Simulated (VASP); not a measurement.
The system is CuI (Marshite).

```
I Cu
1.0
     0.00000    3.03150    3.03150
     3.03150    0.00000    3.03150
     3.03150    3.03150    0.00000
I Cu
1 1
Direct
  0.00000 0.00000 0.00000
  0.75000 0.75000 0.75000
```

| Property | Result |
| --- | --- |
| Program | VASP 6.6.1 |
| Task | relaxation of cell and atoms |
| Functional | revPBE |
| Dispersion | D4 |
| Potentials or basis | VASP PAW PBE potentials, release 64 (I, Cu) |
| Cutoff | 600 eV |
| k mesh | 8 × 8 × 8 |
| Occupations | fermi-dirac, width 0.05 eV |
| Spin | no spin polarisation |

At the start: pressure -2.2 GPa; volume 27.86 Å³/atom.

How do energy, volume and symmetry change on relaxing?

Over 3 steps the energy falls by 10.1 meV/atom and the volume is 26.45 Å³/atom (-5.1 %); space group F-43m (No. 216, to 0.05 Å).

Step by step:
```tsv
step	energy change (eV)	largest force (eV/Å)	pressure (GPa)	volume (Å³)
1	0.0000	0.0000	-2.17	55.72
2	-0.0202	0.0000	0.16	52.73
3	-0.0202	0.0000	-0.03	52.90
```

Final structure:
```
I Cu
1.0
     0.00000    2.97952    2.97952
     2.97952    0.00000    2.97952
     2.97952    2.97952    0.00000
I Cu
1 1
Direct
  0.00000 0.00000 0.00000
  0.75000 0.75000 0.75000
```

Caveat: the PAW data sets were made with another functional, which shifts forces and pressure a little.
